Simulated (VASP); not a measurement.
# ZnS (P6_3mc) in VASP: notebook

The runs below take ZnS through single point, with r2SCAN.

Program: VASP 6.6.1. These are calculated values, not measurements. Logs are shortened: lines on timing, memory, paths and dates and some standing lists are left out, and cuts for length are marked.

## (1) The cell of the first run

Symmetry: P6_3mc, No. 186, hexagonal system. The conventional cell has a = 3.694 Å, b = 3.694 Å, c = 12.092 Å, α = 90.00°, β = 90.00°, γ = 120.00°. Zn (site symmetry 3m) has 4 S at 2.26 Å within 3.0 Å. Zn (site symmetry 3m) has 4 S at 2.26 to 2.27 Å within 3.0 Å. S (site symmetry 3m) has 4 Zn at 2.26 Å within 3.0 Å. Within 3.0 Å of S (site symmetry 3m) lie 4 Zn at 2.26 to 2.27 Å.

## (2) Single point, r2SCAN (strain -0.030 along x and y, -0.030 along z)

Input file POSCAR:

```
ZnS
1.0
    3.6944748077      0.0000000000      0.0000000000
   -1.8472374039      3.1995090372      0.0000000000
    0.0000000000      0.0000000000     12.0924711888
Zn S
4 4
Direct
    0.0000000000      0.0000000000      0.0001143924
    0.0000000000      0.0000000000      0.5001143924
    0.3333333333      0.6666666667      0.2500706174
    0.6666666667      0.3333333333      0.7500706174
    0.0000000000      0.0000000000      0.1872361436
    0.0000000000      0.0000000000      0.6872361436
    0.3333333333      0.6666666667      0.4375788466
    0.6666666667      0.3333333333      0.9375788466
```

Input file INCAR.step1:

```
SYSTEM = ZnS
  ALGO = Normal
  EDIFF = 1E-4
  ENCUT = 520
  GGA = PE
  ISMEAR = 0
  LASPH = .TRUE.
  LCHARG = .FALSE.
  LREAL = .FALSE.
  LWAVE = .TRUE.
  NBANDS = 46
  NELM = 100
  PREC = Accurate
  SIGMA = 0.05
```

Input file INCAR.step2:

```
SYSTEM = ZnS
  ALGO = Normal
  EDIFF = 1E-7
  ENCUT = 520
  ISIF = 2
  ISMEAR = 0
  ISTART = 1
  LASPH = .TRUE.
  LCHARG = .FALSE.
  LMIXTAU = .TRUE.
  LREAL = .FALSE.
  LWAVE = .FALSE.
  METAGGA = R2SCAN
  NBANDS = 46
  NELM = 100
  PREC = Accurate
  SIGMA = 0.05
```

Input file KPOINTS:

```
k-points
0
G
  6 6 2
  0 0 0
```

Potentials or basis: VASP PAW PBE potentials, release 64 (Zn, S).

Started as:

```console
$ cat potpaw_PBE.64/Zn/POTCAR potpaw_PBE.64/S/POTCAR > POTCAR
$ cp INCAR.step1 INCAR
$ mpirun -np 1 vasp_std > vasp.out
$ cp INCAR.step2 INCAR
$ mpirun -np 1 vasp_std > vasp.out
```

OUTCAR:

```text
SYSTEM = ZnS
   EDIFF = 1E-7
   ENCUT = 520
   ISIF = 2
   ISMEAR = 0
   ISTART = 1
   LASPH = .TRUE.
   LREAL = .FALSE.
   METAGGA = R2SCAN
   NELM = 100
   PREC = Accurate

 ion  position               nearest neighbor table
   1  0.000  0.000  0.000-   5 2.26   8 2.26   8 2.26   8 2.26
   2  0.000  0.000  0.500-   6 2.26   7 2.26   7 2.26   7 2.26
   3  0.333  0.667  0.250-   5 2.26   5 2.26   5 2.26   7 2.27
   4  0.667  0.333  0.750-   6 2.26   6 2.26   6 2.26   8 2.27
   5  0.000  0.000  0.187-   1 2.26   3 2.26   3 2.26   3 2.26
   6  0.000  0.000  0.687-   2 2.26   4 2.26   4 2.26   4 2.26
   7  0.333  0.667  0.438-   2 2.26   2 2.26   2 2.26   3 2.27
   8  0.667  0.333  0.938-   1 2.26   1 2.26   1 2.26   4 2.27

  LATTYP: Found a hexagonal cell.
 ALAT       =     3.6944748077
 C/A-ratio  =     3.2731231956

  Lattice vectors:

 A1 = (   3.6944748077,   0.0000000000,   0.0000000000)
 A2 = (  -1.8472374039,   3.1995090372,   0.0000000000)
 A3 = (   0.0000000000,   0.0000000000,  12.0924711888)

Analysis of symmetry for initial positions (statically):
=====================================================================
 Subroutine PRICEL returns:
 Original cell was already a primitive cell.

 Routine SETGRP: Setting up the symmetry group for a
 hexagonal supercell.

 Subroutine GETGRP returns: Found 12 space group operations
 (whereof  6 operations were pure point group operations)
 out of a pool of 24 trial point group operations.

The static configuration has the point symmetry C_3v.
 The point group associated with its full space group is C_6v.

Analysis of symmetry for dynamics (positions and initial velocities):
=====================================================================
 Subroutine PRICEL returns:
 Original cell was already a primitive cell.

 Routine SETGRP: Setting up the symmetry group for a
 hexagonal supercell.

 Subroutine GETGRP returns: Found 12 space group operations
 (whereof  6 operations were pure point group operations)
 out of a pool of 24 trial point group operations.

The dynamic configuration has the point symmetry C_3v.
 The point group associated with its full space group is C_6v.

 Subroutine INISYM returns: Found 12 space group operations
 (whereof  6 operations are pure point group operations),
 and found     1 'primitive' translations

----------------------------------------------------------------------------------------

                                     Primitive cell

  volume of cell :     142.9391

  direct lattice vectors                    reciprocal lattice vectors
     3.694474808  0.000000000  0.000000000     0.270674467  0.156273976  0.000000000
    -1.847237404  3.199509037  0.000000000     0.000000000  0.312547953  0.000000000
     0.000000000  0.000000000 12.092471189     0.000000000  0.000000000  0.082696083

  length of vectors
     3.694474808  3.694474808 12.092471189     0.312547953  0.312547953  0.082696083

  position of ions in fractional coordinates (direct lattice)
     0.000000000  0.000000000  0.000114392
     0.000000000  0.000000000  0.500114392
     0.333333333  0.666666667  0.250070617
     0.666666667  0.333333333  0.750070617
     0.000000000  0.000000000  0.187236144
     0.000000000  0.000000000  0.687236144
     0.333333333  0.666666667  0.437578847
     0.666666667  0.333333333  0.937578847

  ion indices of the primitive-cell ions
   primitive index   ion index
                 1           1
                 2           2
                 3           3
                 4           4
                 5           5
                 6           6
                 7           7
                 8           8

----------------------------------------------------------------------------------------

 KPOINTS: k-points

Automatic generation of k-mesh.
 Grid dimensions read from file:
 generate k-points for:    6    6    2

 Generating k-lattice:

  Cartesian coordinates                     Fractional coordinates (reciprocal lattice)
     0.045112411  0.026045663  0.000000000     0.166666667  0.000000000  0.000000000
     0.000000000  0.052091325  0.000000000     0.000000000  0.166666667  0.000000000
     0.000000000  0.000000000  0.041348041     0.000000000  0.000000000  0.500000000

  Length of vectors
     0.052091325  0.052091325  0.041348041

  Shift w.r.t. Gamma in fractional coordinates (k-lattice)
     0.000000000  0.000000000  0.000000000

 Subroutine IBZKPT returns following result:
 ===========================================

 Found     14 irreducible k-points:

 Following reciprocal coordinates:
            Coordinates               Weight
  0.000000  0.000000  0.000000      1.000000
  0.166667  0.000000  0.000000      6.000000
  0.333333  0.000000  0.000000      6.000000
  0.500000  0.000000  0.000000      3.000000
  0.166667  0.166667  0.000000      6.000000
  0.333333  0.166667  0.000000     12.000000
  0.333333  0.333333  0.000000      2.000000
  0.000000  0.000000  0.500000      1.000000
  0.166667  0.000000  0.500000      6.000000
  0.333333  0.000000  0.500000      6.000000
  0.500000  0.000000  0.500000      3.000000
  0.166667  0.166667  0.500000      6.000000
  0.333333  0.166667  0.500000     12.000000
  0.333333  0.333333  0.500000      2.000000
   k-points           NKPTS =     14   k-points in BZ     NKDIM =     14   number of bands    NBANDS=     46
   number of dos      NEDOS =    301   number of ions     NIONS =      8
   total plane-waves  NPLWV =  70560
   dimension x,y,z NGX =    28 NGY =   28 NGZ =   90
   dimension x,y,z NGXF=    56 NGYF=   56 NGZF=  180
   ions per type =               4   4
   NGX,Y,Z   is equivalent  to a cutoff of  12.60, 12.60, 12.37 a.u.
   NGXF,Y,Z  is equivalent  to a cutoff of  25.20, 25.20, 24.75 a.u.
 SYSTEM =  ZnS
   PREC   = accura    normal or accurate (medium, high low for compatibility)
   ISTART =      1    job   : 0-new  1-cont  2-samecut
   ICHARG =      0    charge: 1-file 2-atom 10-const
   ISPIN  =      1    spin polarized calculation?
   LNONCOLLINEAR =      F non collinear calculations
   LSORBIT =      F    spin-orbit coupling
   LASPH  =      T    aspherical Exc in radial PAW
   ENCUT  =  520.0 eV  38.22 Ry    6.18 a.u.   6.87  6.87 22.48*2*pi/ulx,y,z
   NELM   =    100;   NELMIN=  2; NELMDL=  0     # of ELM steps
   EDIFF  = 0.1E-06   stopping-criterion for ELM
   LREAL  =      F    real-space projection
   EDIFFG = 0.1E-05   stopping-criterion for IOM
   NSW    =      0    number of steps for IOM
   IBRION =     -1    ionic relax: 0-MD 1-quasi-New 2-CG
   NFREE  =      0    steps in history (QN), initial steepest desc. (CG)
   ISIF   =      2    stress and relaxation
   ISYM   =      2    0-nonsym 1-usesym 2-fastsym
   POTIM  = 0.5000    time-step for ionic-motion
   TEBEG  =    0.0;   TEEND  =   0.0 temperature during run
   PSTRESS=    0.0 pullay stress
   NELECT =      72.0000    total number of electrons
   NUPDOWN=      -1.0000    fix difference up-down
   EMIN   =  10.00;   EMAX   =-10.00  energy-range for DOS
   EFERMI =   0.00;   METHOD = LEGACY
   ISMEAR =     0;   SIGMA  =   0.05  broadening in eV -4-tet -1-fermi 0-gaus
   EFERMI_NEDOS =   21; number of points for ismear=-14 and -15
   IALGO  =     38    algorithm
   IMIX   =      4    mixing-type and parameters
     AMIX     =   0.40;   BMIX     =  1.00
     AMIX_MAG =   1.60;   BMIX_MAG =  1.00
  volume/ion in A,a.u.               =      17.87       120.58
  Fermi-wavevector in a.u.,A,eV,Ry     =   1.302573  2.461505 23.084944  1.696696
  Thomas-Fermi vector in A             =   2.433632
   LORBIT       =      0    0 simple, 1 ext, 2 COOP (PROOUT), +10 PAW based schemes
   METAGGA = R2SCAN    functional components
   LHFCALC =     F    Hartree Fock is set to
   AEXX    =    0.0000 exact exchange contribution
   IVDW    =     0    specifies the selected vdW correction
   LEPSILON=     F    determine dielectric tensor
   LRPA    =     F    only Hartree local field effects (RPA)
 non-spin polarized calculation
 Gauss-broadening in eV      SIGMA  =   0.05
  energy-cutoff  :      520.00
  volume of cell :      142.94
 maximum number of plane-waves:      3861
 NGX is ok and might be reduce to    28
   NGX = 13   NGY = 13   NGZ = 45

 number of electron      72.0000026 magnetization

 Free energy of the ion-electron system (eV)
  ---------------------------------------------------
  ext. energy  EPLUGINS =         0.00000000
  ---------------------------------------------------
  free energy    TOTEN  =       -75.10791800 eV

  energy without entropy =      -75.10791800  energy(sigma->0) =      -75.10791800

 E-fermi :   3.0422     XC(G=0): -10.7924

 val. band max:        2.8313095894   @ k =   0.0000   0.0000   0.0000
 cond. band min:       6.0288268649   @ k =   0.0000   0.0000   0.0000
 fundamental gap:      3.1975172755
 Fermi energy:         3.0421779058

 k-point     1 :       0.0000    0.0000    0.0000
  band No.  band energies     occupation
      1     -11.6277      2.00000
      2     -11.1175      2.00000
      3     -11.1075      2.00000
      4     -10.4829      2.00000
      5      -4.1313      2.00000
      6      -4.1304      2.00000
[... 38 lines left out ...]
     45       9.8751      0.00000
     46      10.4649      0.00000

 k-point     2 :       0.1667    0.0000    0.0000
  band No.  band energies     occupation
      1     -11.4078      2.00000
      2     -10.9351      2.00000
      3     -10.9250      2.00000
      4     -10.3620      2.00000
      5      -4.1665      2.00000
      6      -4.1515      2.00000
[... 38 lines left out ...]
     45      10.1155      0.00000
     46      10.1804      0.00000

 k-point     3 :       0.3333    0.0000    0.0000
  band No.  band energies     occupation
      1     -10.8730      2.00000
      2     -10.5277      2.00000
      3     -10.5182      2.00000
      4     -10.1438      2.00000
      5      -4.2140      2.00000
      6      -4.1569      2.00000
[... 528 lines left out ...]
     45      10.7876      0.00000
     46      10.7876      0.00000

 k-point    14 :       0.3333    0.3333    0.5000
  band No.  band energies     occupation
      1     -10.1978      2.00000
      2     -10.1978      2.00000
      3     -10.1830      2.00000
      4     -10.1830      2.00000
      5      -4.0525      2.00000
      6      -4.0525      2.00000
[... 38 lines left out ...]
     45      11.1550      0.00000
     46      11.1550      0.00000

------------------------ aborting loop because EDIFF is reached ----------------------------------------

  FORCE on cell =-STRESS in cart. coord.  units (eV):
  Direction    XX          YY          ZZ          XY          YZ          ZX
  --------------------------------------------------------------------------------------
  -------------------------------------------------------------------------------------
  Total        7.8208612      7.8208612      7.8943316     -0.0000000      0.0000000      0.0000000
  in kB       87.6625402     87.6625402     88.4860556     -0.0000000      0.0000000      0.0000000
  external PRESSURE =      87.9370453 kB  Pullay stress =       0.0000000 kB

 VOLUME and BASIS-vectors are now :
 -----------------------------------------------------------------------------
  energy-cutoff  :      520.00
  volume of cell :      142.94
      direct lattice vectors                 reciprocal lattice vectors
     3.694474808  0.000000000  0.000000000     0.270674467  0.156273976  0.000000000
    -1.847237404  3.199509037  0.000000000     0.000000000  0.312547953  0.000000000
     0.000000000  0.000000000 12.092471189     0.000000000  0.000000000  0.082696083

 POSITION                                       TOTAL-FORCE (eV/Angst)
 -----------------------------------------------------------------------------------
      0.00000      0.00000      0.00138        -0.000000      0.000000      0.024028
      0.00000      0.00000      6.04762         0.000000     -0.000000      0.024028
     -0.00000      2.13301      3.02397        -0.000000      0.000000      0.011460
      1.84724      1.06650      9.07021         0.000000     -0.000000      0.011460
      0.00000      0.00000      2.26415         0.000000     -0.000000     -0.019911
      0.00000      0.00000      8.31038         0.000000      0.000000     -0.019911
     -0.00000      2.13301      5.29141         0.000000     -0.000000     -0.015577
      1.84724      1.06650     11.33765         0.000000      0.000000     -0.015577
 -----------------------------------------------------------------------------------
    total drift:                               -0.000000     -0.000001      0.062435

  FREE ENERGIE OF THE ION-ELECTRON SYSTEM (eV)
  ---------------------------------------------------
  free  energy   TOTEN  =       -75.1079180029 eV

  energy  without entropy=      -75.1079180029  energy(sigma->0) =      -75.10791800
```

Run time: 8.6 min. Hardware: 1 thread of Intel Xeon 6975P-C (Granite Rapids), shared host; peak memory 0.31 GiB.

Results:

```yaml
Free_energy: -75.1079 eV
Pressure: 8.8 GPa
Largest_force: 0.024 eV/Å
Band_gap_on_the_k_mesh: 3.20 eV
```

Forces in eV/Å, atoms in the order of the input:
```
Zn   0.000  0.000  0.024
Zn   0.000  0.000  0.024
Zn   0.000  0.000  0.011
Zn   0.000  0.000  0.011
S    0.000  0.000 -0.020
S    0.000  0.000 -0.020
S    0.000  0.000 -0.016
S    0.000  0.000 -0.016
```

Stress tensor (GPa, compression positive):
```
8.77 0.00 0.00
0.00 8.77 0.00
0.00 0.00 8.85
```

Caveat: the cell differs from its parent crystal (strain -0.030 along x and y, -0.030 along z); the cell stands under pressure; the PAW data sets were made with another functional, which shifts forces and pressure a little. A k mesh can miss the band edges.

(Part 1 of 2 ends here.)
